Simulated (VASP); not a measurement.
# TiW2C3 (P-3m1) in VASP: a series of runs, part 2 of 2

VASP 6.6.1. Earlier steps stand in the parts before.

### Step 3. Single point, PBE

This run uses another cell than the first one, of 14.56 Å³/atom.

Contents of INCAR:

```
SYSTEM = TiW2C3
PREC = Accurate
ENCUT = 520
EDIFF = 1E-7
ISMEAR = 0
SIGMA = 0.1
LREAL = .FALSE.
LASPH = .TRUE.
NELM = 60
ALGO = Normal
ISIF = 2
LWAVE = .FALSE.
LCHARG = .TRUE.
GGA = PE
LELF = .TRUE.
LVHAR = .TRUE.
NBANDS = 35
```

Contents of KPOINTS:

```
Automatic mesh
0
G
  6 6 2
  0 0 0
```

Contents of POSCAR:

```
TiW2C3
1.0
    3.4533673300      0.0000000000      0.0000000000
   -1.7266836700      2.9907038400      0.0000000000
    0.0000000000      0.0000000000      8.4589878600
Ti W C
1 2 3
Direct
    0.0000000000      0.0000000000      0.5000000000
    0.6666666700      0.3333333300      0.8333333300
    0.3333333300      0.6666666700      0.1666666700
    0.3333333300      0.6666666700      0.6666666700
    0.6666666700      0.3333333300      0.3333333300
    0.0000000000      0.0000000000      0.0000000000
```

Potentials or basis: VASP PAW PBE potentials, release 64 (Ti_sv, W_sv, C).

Launch:

```bash
cat potpaw_PBE.64/Ti_sv/POTCAR potpaw_PBE.64/W_sv/POTCAR potpaw_PBE.64/C/POTCAR > POTCAR
mpirun -np 1 vasp_std > vasp.out
```

OUTCAR:

```text
SYSTEM = TiW2C3
   PREC = Accurate
   ENCUT = 520
   EDIFF = 1E-7
   ISMEAR = 0
   LREAL = .FALSE.
   LASPH = .TRUE.
   NELM = 60
   ISIF = 2
   GGA = PE

 ion  position               nearest neighbor table
   1  0.000  0.000  0.500-   4 2.44   5 2.44   5 2.44   4 2.44   5 2.44   4 2.44
   2  0.667  0.333  0.833-   4 2.44   4 2.44   6 2.44   4 2.44   6 2.44   6 2.44   3 3.45   3 3.45
                             3 3.45
   3  0.333  0.667  0.167-   5 2.44   5 2.44   6 2.44   5 2.44   6 2.44   6 2.44   2 3.45   2 3.45
                             2 3.45
   4  0.333  0.667  0.667-   2 2.44   2 2.44   1 2.44   2 2.44   1 2.44   1 2.44
   5  0.667  0.333  0.333-   3 2.44   3 2.44   1 2.44   3 2.44   1 2.44   1 2.44
   6  0.000  0.000  0.000-   2 2.44   3 2.44   2 2.44   3 2.44   2 2.44   3 2.44

  LATTYP: Found a hexagonal cell.
 ALAT       =     3.4533673300
 C/A-ratio  =     2.4494897448

  Lattice vectors:

 A1 = (   3.4533673300,   0.0000000000,   0.0000000000)
 A2 = (  -1.7266836700,   2.9907038400,   0.0000000000)
 A3 = (   0.0000000000,   0.0000000000,   8.4589878600)

Analysis of symmetry for initial positions (statically):
=====================================================================
 Subroutine PRICEL returns:
 Original cell was already a primitive cell.

 Routine SETGRP: Setting up the symmetry group for a
 hexagonal supercell.

 Subroutine GETGRP returns: Found 12 space group operations
 (whereof 12 operations were pure point group operations)
 out of a pool of 24 trial point group operations.

The static configuration has the point symmetry D_3d.

Analysis of symmetry for dynamics (positions and initial velocities):
=====================================================================
 Subroutine PRICEL returns:
 Original cell was already a primitive cell.

 Routine SETGRP: Setting up the symmetry group for a
 hexagonal supercell.

 Subroutine GETGRP returns: Found 12 space group operations
[... 121 lines left out ...]
  volume/ion in A,a.u.               =      14.56        98.26
  Fermi-wavevector in a.u.,A,eV,Ry     =   1.377097  2.602335 25.802022  1.896395
  Thomas-Fermi vector in A             =   2.502281
   LORBIT       =      0    0 simple, 1 ext, 2 COOP (PROOUT), +10 PAW based schemes
   GGA     = PE    functional components
   LHFCALC =     F    Hartree Fock is set to
   AEXX    =    0.0000 exact exchange contribution
   IVDW    =     0    specifies the selected vdW correction
   LEPSILON=     F    determine dielectric tensor
   LRPA    =     F    only Hartree local field effects (RPA)
 non-spin polarized calculation
 Gauss-broadening in eV      SIGMA  =   0.10
  energy-cutoff  :      520.00
  volume of cell :       87.36
 maximum number of plane-waves:      2380
 NGX is ok and might be reduce to    28
   NGX = 13   NGY = 13   NGZ = 31

 number of electron      51.9999998 magnetization

 Free energy of the ion-electron system (eV)
  ---------------------------------------------------
  ext. energy  EPLUGINS =         0.00000000
  ---------------------------------------------------
  free energy    TOTEN  =       -56.71788502 eV

  energy without entropy =      -56.68250723  energy(sigma->0) =      -56.70019612

 E-fermi :   7.3614     XC(G=0): -11.6451

 val. band max:        7.2938636643   @ k =   0.3333   0.3333   0.0000
 cond. band min:       7.3838963585   @ k =   0.3333   0.1667   0.0000
 fundamental gap:      0.0900326941
 Fermi energy:         7.3613823963

 k-point     1 :       0.0000    0.0000    0.0000
  band No.  band energies     occupation
      1     -68.2207      2.00000
      2     -68.2174      2.00000
      3     -50.7778      2.00000
      4     -32.2653      2.00000
      5     -32.2400      2.00000
      6     -32.2400      2.00000
[... 521 lines left out ...]
     34      10.0810      0.00000
     35      10.0810      0.00000

------------------------ aborting loop because EDIFF is reached ----------------------------------------

  FORCE on cell =-STRESS in cart. coord.  units (eV):
  Direction    XX          YY          ZZ          XY          YZ          ZX
  --------------------------------------------------------------------------------------
  -------------------------------------------------------------------------------------
  Total      -29.5915065    -29.5915066    -28.1094214      0.0000000      0.0000000     -0.0000000
  in kB     -542.6790696   -542.6790709   -515.4990899      0.0000009      0.0000000     -0.0000000
  external PRESSURE =    -533.6190768 kB  Pullay stress =       0.0000000 kB

 VOLUME and BASIS-vectors are now :
 -----------------------------------------------------------------------------
  energy-cutoff  :      520.00
  volume of cell :       87.36
      direct lattice vectors                 reciprocal lattice vectors
     3.453367330  0.000000000  0.000000000     0.289572439  0.167184726  0.000000000
    -1.726683670  2.990703840  0.000000000     0.000000000  0.334369451  0.000000000
     0.000000000  0.000000000  8.458987860     0.000000000  0.000000000  0.118217453

 POSITION                                       TOTAL-FORCE (eV/Angst)
 -----------------------------------------------------------------------------------
      0.00000      0.00000      4.22949        -0.000000      0.000000      0.000000
      1.72668      0.99690      7.04916         0.000000      0.000000     -0.307494
     -0.00000      1.99380      1.40983        -0.000000     -0.000000      0.307494
     -0.00000      1.99380      5.63933         0.000000     -0.000000      0.976155
      1.72668      0.99690      2.81966        -0.000000      0.000000     -0.976155
      0.00000      0.00000      0.00000        -0.000000      0.000000      0.000000
 -----------------------------------------------------------------------------------
    total drift:                               -0.000000      0.000000      0.000000

  FREE ENERGIE OF THE ION-ELECTRON SYSTEM (eV)
  ---------------------------------------------------
  free  energy   TOTEN  =       -56.7178850216 eV

  energy  without entropy=      -56.6825072253  energy(sigma->0) =      -56.70019612
```

Run time: 41 s. Hardware: 1 thread of AMD EPYC 9R45 (Zen 5), shared host; peak memory 0.2 GiB.

Results:

- Free energy: -56.7179 eV
- Pressure: -53.4 GPa
- Largest force: 0.976 eV/Å
- Band gap on the k mesh: zero (bands 26 and 27 overlap by 0.68 eV)

Forces on the atoms (eV/Å):
```
Ti   0.000  0.000  0.000
W    0.000  0.000 -0.307
W    0.000  0.000  0.307
C    0.000  0.000  0.976
C    0.000  0.000 -0.976
C    0.000  0.000  0.000
```

Stress tensor (GPa, compression positive):
```
-54.27   0.00   0.00
  0.00 -54.27   0.00
  0.00   0.00 -51.55
```

Levels at points of the mesh, in eV from the Fermi level:
| k point | band 24 | band 25 | band 26 | band 27 | band 28 | band 29 |
| --- | --- | --- | --- | --- | --- | --- |
| (0.00, 0.00, 0.00) | -1.10 | -0.13 | -0.13 | -0.09 | -0.09 | -0.09 |
| (0.50, 0.00, 0.00) | -1.41 | -1.39 | -0.11 | 0.40 | 0.67 | 0.70 |
| (0.00, 0.00, 0.50) | -1.66 | -1.03 | -1.03 | -0.38 | -0.38 | 0.12 |
| (0.50, 0.00, 0.50) | -2.12 | -1.17 | -0.92 | 0.67 | 0.82 | 1.00 |

Caveat: the k points lie up to 0.37 Å⁻¹ apart, too coarse for converged energies and pressures of a metal; spin-orbit coupling is left out, which moves the levels of the heavy elements.

### Step 4. Relaxation of cell and atoms, PBE

This run uses another cell than the first one, of 14.56 Å³/atom.

Contents of INCAR:

```
SYSTEM = TiW2C3
ALGO = Normal ; EDIFF = 1E-6
EDIFFG = -0.04 ; ENCUT = 600
GGA = PE ; IBRION = 2
ISIF = 3 ; ISMEAR = 0
LASPH = .True. ; LCHARG = .False.
LREAL = .False. ; LWAVE = .False.
NELM = 100 ; NSW = 90
PREC = Accurate ; SIGMA = 0.1
```

Contents of KPOINTS:

```
k-points
0
Gamma
  6 6 2
  0 0 0
```

POSCAR is that of step 3.

Potentials or basis: VASP PAW PBE potentials, release 64 (Ti_sv, W_sv, C).

Launch:

```bash
cat potpaw_PBE.64/Ti_sv/POTCAR potpaw_PBE.64/W_sv/POTCAR potpaw_PBE.64/C/POTCAR > POTCAR
mpirun -np 1 vasp_std > vasp.out
```

OUTCAR:

```text
SYSTEM = TiW2C3
   EDIFF = 1E-6
   EDIFFG = -0.04
   ENCUT = 600
   GGA = PE
   IBRION = 2
   ISIF = 3
   ISMEAR = 0
   LASPH = .True.
   LREAL = .False.
   NELM = 100
   NSW = 90
   PREC = Accurate

 ion  position               nearest neighbor table
   1  0.000  0.000  0.500-   4 2.44   5 2.44   5 2.44   4 2.44   5 2.44   4 2.44
   2  0.667  0.333  0.833-   4 2.44   4 2.44   6 2.44   4 2.44   6 2.44   6 2.44   3 3.45   3 3.45
                             3 3.45
   3  0.333  0.667  0.167-   5 2.44   5 2.44   6 2.44   5 2.44   6 2.44   6 2.44   2 3.45   2 3.45
                             2 3.45
   4  0.333  0.667  0.667-   2 2.44   2 2.44   1 2.44   2 2.44   1 2.44   1 2.44
   5  0.667  0.333  0.333-   3 2.44   3 2.44   1 2.44   3 2.44   1 2.44   1 2.44
   6  0.000  0.000  0.000-   2 2.44   3 2.44   2 2.44   3 2.44   2 2.44   3 2.44

  LATTYP: Found a hexagonal cell.
 ALAT       =     3.4533673300
 C/A-ratio  =     2.4494897448

  Lattice vectors:

 A1 = (   3.4533673300,   0.0000000000,   0.0000000000)
 A2 = (  -1.7266836700,   2.9907038400,   0.0000000000)
 A3 = (   0.0000000000,   0.0000000000,   8.4589878600)

Analysis of symmetry for initial positions (statically):
=====================================================================
 Subroutine PRICEL returns:
 Original cell was already a primitive cell.

 Routine SETGRP: Setting up the symmetry group for a
 hexagonal supercell.

 Subroutine GETGRP returns: Found 12 space group operations
 (whereof 12 operations were pure point group operations)
 out of a pool of 24 trial point group operations.
[... 163 lines left out ...]

 E-fermi :   7.3611     XC(G=0): -11.6450

 val. band max:        7.2936390164   @ k =   0.3333   0.3333   0.0000
 cond. band min:       7.3836065264   @ k =   0.3333   0.1667   0.0000
 fundamental gap:      0.0899675101
 Fermi energy:         7.3611121887

 k-point     1 :       0.0000    0.0000    0.0000
  band No.  band energies     occupation
      1     -68.2212      2.00000
      2     -68.2179      2.00000
      3     -50.7771      2.00000
      4     -32.2657      2.00000
      5     -32.2404      2.00000
      6     -32.2404      2.00000
[... 578 lines left out ...]
  FREE ENERGIE OF THE ION-ELECTRON SYSTEM (eV)
  ---------------------------------------------------
  free  energy   TOTEN  =       -62.2705985409 eV

  energy  without entropy=      -62.2438769313  energy(sigma->0) =      -62.25723774

[... ionic steps 4 to 11 ...]

--------------------------------------- Ionic step       12  -------------------------------------------

 number of electron      52.0000000 magnetization

------------------------ aborting loop because EDIFF is reached ----------------------------------------
[... 75 lines left out ...]
--------------------------------------- Ionic step       14  -------------------------------------------

 number of electron      51.9999999 magnetization

 Free energy of the ion-electron system (eV)
  ---------------------------------------------------
  ext. energy  EPLUGINS =         0.00000000
  ---------------------------------------------------
  free energy    TOTEN  =       -62.44462837 eV

  energy without entropy =      -62.41689213  energy(sigma->0) =      -62.43076025

 E-fermi :  11.7267     XC(G=0): -13.4082

 val. band max:       11.7162821618   @ k =   0.3333   0.1667   0.0000
 cond. band min:      11.7401215725   @ k =   0.3333   0.1667   0.5000
 fundamental gap:      0.0238394107
 Fermi energy:        11.7266599585

 k-point     1 :       0.0000    0.0000    0.0000
  band No.  band energies     occupation
      1     -63.6158      2.00000
      2     -63.6034      2.00000
      3     -45.7859      2.00000
      4     -27.9643      2.00000
      5     -27.7341      2.00000
      6     -27.6607      2.00000
[... 498 lines left out ...]
  FREE ENERGIE OF THE ION-ELECTRON SYSTEM (eV)
  ---------------------------------------------------
  free  energy   TOTEN  =       -62.4446283748 eV

  energy  without entropy=      -62.4168921344  energy(sigma->0) =      -62.43076025

 reached required accuracy - stopping structural energy minimisation
```

CONTCAR:

```text
TiW2C3
   1.00000000000000
     3.0566770288204075    0.0000000006322762   -0.0000000000000000
    -1.5283385182882834    2.6471599602184717   -0.0000000000000000
    -0.0000000000000000   -0.0000000000000000    7.6911866900887746
  Ti              W               C
     1     2     3
Direct
     0.0000000000000000    1.0000000000000000    0.5000000000000000
     0.6666666699999979    0.3333333300000021    0.8271975960399559
     0.3333333300000021    0.6666666699999979    0.1728024039600442
     0.3333333300000021    0.6666666699999979    0.6641129746283876
     0.6666666699999979    0.3333333300000021    0.3358870253716124
     0.0000000000000000    1.0000000000000000    0.0000000000000000

  0.00000000E+00  0.00000000E+00  0.00000000E+00
  0.00000000E+00  0.00000000E+00  0.00000000E+00
  0.00000000E+00  0.00000000E+00  0.00000000E+00
  0.00000000E+00  0.00000000E+00  0.00000000E+00
  0.00000000E+00  0.00000000E+00  0.00000000E+00
  0.00000000E+00  0.00000000E+00  0.00000000E+00
```

Run time: 5.9 min. Hardware: 1 thread of AMD EPYC 9R45 (Zen 5), shared host; peak memory 0.22 GiB.

Results:

```yaml
Free_energy: -62.4446 eV
Relaxed_volume: 10.37 Å³/atom
Relaxed_cell: a = 3.057 Å, b = 3.057 Å, c = 7.691 Å, α = 90.00°, β = 90.00°, γ = 120.00°
Space_group_after_relaxing_to_0.1_Å: P-3m1 (No. 164)
Pressure_after_relaxing: -0.1 GPa
Largest_force_after_relaxing: 0.009 eV/Å
Band_gap_on_the_k_mesh: zero (bands 26 and 27 overlap by 1.36 eV)
```

Forces in eV/Å, atoms in the order of the input:
```
Ti   0.000  0.000  0.000
W    0.000  0.000 -0.006
W    0.000  0.000  0.006
C    0.000  0.000 -0.009
C    0.000  0.000  0.009
C    0.000  0.000  0.000
```

Final structure:
```
Ti W C
1.0
     3.05668    0.00000    0.00000
    -1.52834    2.64716    0.00000
     0.00000    0.00000    7.69119
Ti W C
1 2 3
Direct
  0.00000 0.00000 0.50000
  0.66667 0.33333 0.82720
  0.33333 0.66667 0.17280
  0.33333 0.66667 0.66411
  0.66667 0.33333 0.33589
  0.00000 0.00000 0.00000
```

Levels at points of the mesh, in eV from the Fermi level:
```csv
k point,band 24,band 25,band 26,band 27,band 28,band 29
"(0.00, 0.00, 0.00)",-1.80,-0.76,-0.40,-0.40,-0.09,-0.09
"(0.50, 0.00, 0.00)",-2.20,-1.81,-0.33,0.62,1.33,1.69
"(0.00, 0.00, 0.50)",-2.44,-1.32,-1.32,-0.66,-0.66,0.06
"(0.50, 0.00, 0.50)",-2.91,-1.92,-1.51,1.46,1.59,2.05
```

Caveat: the k points lie up to 0.41 Å⁻¹ apart in the final cell, too coarse for converged energies and pressures of a metal; the volume moved by over 15 % at a fixed basis, so the end points are rough; the highest band is partly filled, so the run has too few bands; spin-orbit coupling is left out, which moves the levels of the heavy elements.

### Step 5. The runs side by side

| task | cell | cutoff (eV) | gap on the mesh (eV) | pressure (GPa) | largest force (eV/Å) |
| --- | --- | --- | --- | --- | --- |
| single point | a = 3.054, b = 3.054, c = 7.688 Å, angles 90.0, 90.0, 120.0°, 6 atoms, atomic positions A | 520 | none | 0.7 | 0.01 |
| single point | a = 3.453, b = 3.453, c = 8.459 Å, angles 90.0, 90.0, 120.0°, 6 atoms, atomic positions B | 520 | none | -53.4 | 0.98 |
| relaxation of cell and atoms | relaxed from a = 3.453, b = 3.453, c = 8.459 Å, angles 90.0, 90.0, 120.0°, 6 atoms, atomic positions B | 600 | none | -0.1 | 0.01 |

Alike in all rows: level PBE; potentials or basis VASP PAW PBE potentials, release 64 (Ti_sv, W_sv, C); no spin polarisation; k mesh 6 × 6 × 2; smearing gaussian 0.1 eV.

Caveats: all runs use coarse meshes; spin-orbit coupling is left out, which moves the levels of the heavy elements; the volume moved by over 15 % at a fixed basis, so the end points are rough (at least some runs); the highest band is partly filled, so the run has too few bands (at least some runs).

Total energies depend on the potentials used, so only differences within one code and one set of settings carry meaning.

The gap in the log of VASP goes by the Fermi energy; the results here count the filled bands.